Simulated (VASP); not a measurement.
# HgTe (I-4m2) in VASP: further runs, part 2 of 2

VASP 6.6.1.

### 3 Phonons, PBEsol+D4

This run uses another cell than the first one, of 28.93 Å³/atom.

Contents of INCAR:

```
PREC = Accurate
ENCUT = 500
EDIFF = 1E-8
ISMEAR = -1
SIGMA = 0.1
LREAL = False
LASPH = True
NELM = 120
ALGO = Normal
ISIF = 2
LWAVE = False
LCHARG = False
GGA = PS
IVDW = 13
NBANDS = 16
IBRION = 6
NFREE = 2
POTIM = 0.015
NSW = 1
GGA_COMPAT = False
```

Contents of KPOINTS:

```
regular mesh
0
Gamma
  6 6 6
```

Contents of POSCAR:

```
HgTe
1.0
   -3.0456030000      3.0456030000      1.5594100000
    3.0456030000     -3.0456030000      1.5594100000
    3.0456030000      3.0456030000     -1.5594100000
Hg Te
1 1
Direct
    0.2500000000      0.7500000000      0.5000000000
    0.0000000000      0.0000000000      0.0000000000
```

Potentials or basis: VASP PAW PBE potentials, release 64 (Hg, Te).

On the command line:

```sh
$ cat potpaw_PBE.64/Hg/POTCAR potpaw_PBE.64/Te/POTCAR > POTCAR
$ mpirun -np 1 vasp_std > vasp.out
```

OUTCAR:

```text
PREC = Accurate
   ENCUT = 500
   EDIFF = 1E-8
   ISMEAR = -1
   LREAL = False
   LASPH = True
   NELM = 120
   ISIF = 2
   GGA = PS
   IVDW = 13
   IBRION = 6
   NFREE = 2
   POTIM = 0.015
   NSW = 1

 ion  position               nearest neighbor table
   1  0.250  0.750  0.500-   2 3.14   2 3.14   2 3.14   2 3.14
   2  0.000  0.000  0.000-   1 3.14   1 3.14   1 3.14   1 3.14

  LATTYP: Found a body centered tetragonal cell.
 ALAT       =     6.0912060000
[... 1020 lines left out ...]
  x     0.00000     0.00000     0.00000     0.00000     0.00000    -0.27719
  y     0.00000     0.00000     0.00000     0.00000     0.27719     0.00000
  z     1.39897    -1.39897     0.00000     0.00000     0.00000     0.00000

 INTERNAL STRAIN TENSOR FOR ION    2 for displacements in x,y,z  (eV/Angst):
          X           Y           Z          XY          YZ          ZX
  --------------------------------------------------------------------------------
  x     0.00000     0.00000     0.00000     0.00000     0.00000     0.27775
  y     0.00000     0.00000     0.00000     0.00000    -0.27775     0.00000
  z    -1.39613     1.39613     0.00000     0.00000     0.00000     0.00000

 Eigenvectors and eigenvalues of the dynamical matrix
 ----------------------------------------------------

   1 f  =    2.226193 THz    13.987581 2PiTHz   74.257795 cm-1     9.206789 meV
             X         Y         Z           dx          dy          dz
      3.045603  0.000000  0.779705     0.000000    0.624046    0.000000
      0.000000  0.000000  0.000000     0.000000   -0.781388    0.000000
[... 21 lines left out ...]
   6 f/i=    0.001705 THz     0.010714 2PiTHz    0.056881 cm-1     0.007052 meV
             X         Y         Z           dx          dy          dz
      3.045603  0.000000  0.779705     0.000000    0.000000    0.784034
      0.000000  0.000000  0.000000     0.000000    0.000000    0.620718

 ELASTIC MODULI CONTR FROM IONIC RELAXATION (kBar)
 Direction    XX          YY          ZZ          XY          YZ          ZX
 --------------------------------------------------------------------------------
 XX        -757.4717    757.4717      0.0000      0.0000     -0.0000      0.0000
 YY         757.4717   -757.4717      0.0000      0.0000      0.0000     -0.0000
 ZZ           0.0000      0.0000      0.0000      0.0000      0.0000      0.0000
 XY           0.0000      0.0000      0.0000      0.0000      0.0000      0.0000
 YZ          -0.0000      0.0000      0.0000      0.0000     -1.3477     -0.0000
 ZX           0.0000     -0.0000      0.0000      0.0000      0.0000     -1.3477
 --------------------------------------------------------------------------------
```

stdout:

```text
POSCAR found type information on POSCAR HgTe
 POSCAR found :  2 types and       2 ions
 scaLAPACK will be used
 -----------------------------------------------------------------------------
|                                                                             |
|                                                                             |
|     You enforced a specific xc type in the INCAR file but a different       |
|     I HOPE YOU KNOW WHAT YOU ARE DOING!                                     |
|                                                                             |
 -----------------------------------------------------------------------------

 LDA part: xc-table for (Slater+PW92), standard interpolation
 POSCAR, INCAR and KPOINTS ok, starting setup
 FFT: planning ... GRIDC
 FFT: planning ... GRID_SOFT
 FFT: planning ... GRID
 WAVECAR not read
 entering main loop
 Found     4 degrees of freedom:
 Finite differences POTIM= 0.01500 DOF=   4
 bond charge predicted
 Finite differences progress:
 bond charge predicted
 Finite differences progress:
 bond charge predicted
 Finite differences progress:
 bond charge predicted
 Finite differences progress:
 bond charge predicted
 Finite differences progress:
 bond charge predicted
 Finite differences progress:
 bond charge predicted
 Finite differences progress:
 bond charge predicted
 Finite differences progress:
```

Wall time 12 min (1 thread of Intel Xeon 8259CL, shared host); peak memory 0.3 GiB.

Results:

```yaml
Highest_phonon_frequency_at_Γ_LO-TO_splitting_left_out: 74 cm⁻¹
Dispersion_energy_per_atom: -0.262 eV
```

Phonon frequencies in cm⁻¹ (negative: imaginary):
| q point | frequencies |
| --- | --- |
| (0.000, 0.000, 0.000) | 0 0 0 16 74 74 |

Caveat: the k points lie up to 0.38 Å⁻¹ apart; the cell stands under pressure or tension, which shifts response properties; the PAW data sets were made with another functional, which shifts forces and pressure a little; spin-orbit coupling is left out, which moves the levels of the heavy elements.

### 4 Phonons, PBEsol+D4

This run uses another cell than the first one, of 29.22 Å³/atom.

Contents of INCAR:

```
SYSTEM = HgTe
ALGO = Normal
EDIFF = 1E-8
ENCUT = 500
GGA = PS
GGA_COMPAT = .FALSE.
IBRION = 6
ISIF = 2
ISMEAR = -1
IVDW = 13
LASPH = .TRUE.
LCHARG = .FALSE.
LREAL = .FALSE.
LWAVE = .FALSE.
NELM = 120
NFREE = 2
NSW = 1
POTIM = 0.015
PREC = Accurate
SIGMA = 0.1
```

Contents of KPOINTS:

```
k-points
0
G
  6 6 6
  0 0 0
```

Contents of POSCAR:

```
HgTe
1.0
   -3.0557213567      3.0557213567      1.5645908022
    3.0557213567     -3.0557213567      1.5645908022
    3.0557213567      3.0557213567     -1.5645908022
Hg Te
1 1
Direct
    0.2500000000      0.7500000000      0.5000000000
    0.0000000000      0.0000000000      0.0000000000
```

Potentials or basis: VASP PAW PBE potentials, release 64 (Hg, Te).

On the command line:

```sh
$ cat potpaw_PBE.64/Hg/POTCAR potpaw_PBE.64/Te/POTCAR > POTCAR
$ mpirun -np 1 vasp_std > vasp.out
```

OUTCAR:

```text
SYSTEM = HgTe
   EDIFF = 1E-8
   ENCUT = 500
   GGA = PS
   IBRION = 6
   ISIF = 2
   ISMEAR = -1
   IVDW = 13
   LASPH = .TRUE.
   LREAL = .FALSE.
   NELM = 120
   NFREE = 2
   NSW = 1
   POTIM = 0.015
   PREC = Accurate

 ion  position               nearest neighbor table
[... 952 lines left out ...]
  --------------------------------------------------------------------------------
  x     0.00000     0.00000     0.00000     0.00000     0.00000    -0.22496
  y     0.00000     0.00000     0.00000     0.00000     0.22496     0.00000
  z     1.42652    -1.42652     0.00000     0.00000     0.00000     0.00000

 INTERNAL STRAIN TENSOR FOR ION    2 for displacements in x,y,z  (eV/Angst):
          X           Y           Z          XY          YZ          ZX
  --------------------------------------------------------------------------------
  x     0.00000     0.00000     0.00000     0.00000     0.00000     0.22485
  y     0.00000     0.00000     0.00000     0.00000    -0.22485     0.00000
  z    -1.42177     1.42177     0.00000     0.00000     0.00000     0.00000

 Eigenvectors and eigenvalues of the dynamical matrix
 ----------------------------------------------------

   1 f  =    2.148398 THz    13.498783 2PiTHz   71.662844 cm-1     8.885056 meV
             X         Y         Z           dx          dy          dz
      3.055721 -0.000000  0.782295     0.000000    0.624132    0.000000
      0.000000  0.000000  0.000000     0.000000   -0.781319    0.000000
[... 21 lines left out ...]
   6 f/i=    0.001997 THz     0.012549 2PiTHz    0.066622 cm-1     0.008260 meV
             X         Y         Z           dx          dy          dz
      3.055721 -0.000000  0.782295     0.000000    0.000000    0.778993
      0.000000  0.000000  0.000000     0.000000    0.000000    0.627033

 ELASTIC MODULI CONTR FROM IONIC RELAXATION (kBar)
 Direction    XX          YY          ZZ          XY          YZ          ZX
 --------------------------------------------------------------------------------
 XX        -874.5416    874.5416      0.0000      0.0000      0.0000      0.0000
 YY         874.5416   -874.5416      0.0000      0.0000      0.0000      0.0000
 ZZ           0.0000      0.0000      0.0000      0.0000      0.0000      0.0000
 XY           0.0000      0.0000      0.0000      0.0000      0.0000      0.0000
 YZ           0.0000      0.0000      0.0000      0.0000     -0.9413      0.0000
 ZX           0.0000      0.0000      0.0000      0.0000      0.0000     -0.9413
 --------------------------------------------------------------------------------
```

stdout:

```text
POSCAR found type information on POSCAR HgTe
 POSCAR found :  2 types and       2 ions
 scaLAPACK will be used
 -----------------------------------------------------------------------------
|                                                                             |
|                                                                             |
|     You enforced a specific xc type in the INCAR file but a different       |
|     I HOPE YOU KNOW WHAT YOU ARE DOING!                                     |
|                                                                             |
 -----------------------------------------------------------------------------

 LDA part: xc-table for (Slater+PW92), standard interpolation
 POSCAR, INCAR and KPOINTS ok, starting setup
 FFT: planning ... GRIDC
 FFT: planning ... GRID_SOFT
 FFT: planning ... GRID
 WAVECAR not read
 entering main loop
 Found     4 degrees of freedom:
 Finite differences POTIM= 0.01500 DOF=   4
 bond charge predicted
 Finite differences progress:
 bond charge predicted
 Finite differences progress:
 bond charge predicted
 Finite differences progress:
 bond charge predicted
 Finite differences progress:
 bond charge predicted
 Finite differences progress:
 bond charge predicted
 Finite differences progress:
 bond charge predicted
 Finite differences progress:
 bond charge predicted
 Finite differences progress:
```

It took 7.6 min on 1 thread of Intel Xeon 8259CL, shared host; peak memory 0.29 GiB.

What came out:

```yaml
Highest_phonon_frequency_at_Γ_LO-TO_splitting_left_out: 72 cm⁻¹
Dispersion_energy_per_atom: -0.259 eV
```

Phonon frequencies in cm⁻¹ (negative: imaginary):
```
              q point     frequencies
(0.000, 0.000, 0.000)  0 0 0 15 72 72
```

Caveat: the k points lie up to 0.38 Å⁻¹ apart; the cell stands under pressure or tension, which shifts response properties; the PAW data sets were made with another functional, which shifts forces and pressure a little; spin-orbit coupling is left out, which moves the levels of the heavy elements.
